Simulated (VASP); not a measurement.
Set up this calculation in VASP 6.6.1, as the native input.

| Property | Result |
| --- | --- |
| Task | single point |
| Functional | PBE |
| Potentials or basis | VASP PAW PBE potentials, release 64 (Pb_d, S) |
| Cutoff | 520 eV |
| k mesh | 4 × 6 × 4 |
| Occupations | fermi-dirac, width 0.02 eV |
| Spin | no spin polarisation |
| Dipole correction | no |
| Further INCAR settings | ALGO = Normal; EDIFF = 1e-07; NBANDS = 50 |

The structure of PbS lies in POSCAR:

```
PbS
1.0
    8.3969062019      0.0000000000      0.0000000000
    0.0000000000      4.1985378032      0.0000000000
    0.0000000000      0.0000000000      5.9549033781
Pb S
4 4
Direct
    0.1248374606      0.7500000000      0.7501601666
    0.6248374606      0.7500000000      0.7498398334
    0.8751625394      0.2500000000      0.2498398334
    0.3751625394      0.2500000000      0.2501601666
    0.8753330558      0.2500000000      0.7502173291
    0.3753330558      0.2500000000      0.7497826709
    0.1246669442      0.7500000000      0.2497826709
    0.6246669442      0.7500000000      0.2502173291
```

The input as run:

INCAR

```
SYSTEM = PbS
ALGO     = Normal         ! electronic algorithm
EDIFF    = 1E-7           ! SCF threshold, eV
ENCUT    = 520            ! plane-wave cutoff, eV
GGA      = PE             ! functional
ISIF     = 2              ! what is computed and relaxed
ISMEAR   = -1             ! smearing method
LASPH    = .True.         ! aspherical terms in the spheres
LCHARG   = .True.         ! write CHGCAR
LELF     = .True.         ! ELF
LREAL    = .False.        ! projectors in reciprocal space
LVHAR    = .True.       
LWAVE    = .False.        ! write WAVECAR
NBANDS   = 50             ! bands
NELM     = 80             ! most SCF steps
PREC     = Accurate       ! precision mode
SIGMA    = 0.02           ! smearing width, eV
```

KPOINTS

```
k-points
0
Gamma
  4 6 4
  0 0 0
```

Potentials or basis: VASP PAW PBE potentials, release 64 (Pb_d, S).

Run with:

```sh
$ cat potpaw_PBE.64/Pb_d/POTCAR potpaw_PBE.64/S/POTCAR > POTCAR
$ mpirun -np 1 vasp_std > vasp.out
```

It gave:

| Property | Result |
| --- | --- |
| Pressure | 1.8 GPa |
| Largest force | 0.004 eV/Å |
| Band gap on the k mesh | 0.39 eV |

Caveat: spin-orbit coupling is left out, which moves the levels of the heavy elements.

Wall time 6 min on 1 thread of Oxide Virtual Turin-like Processor, on a shared host, peak memory 0.43 GiB.
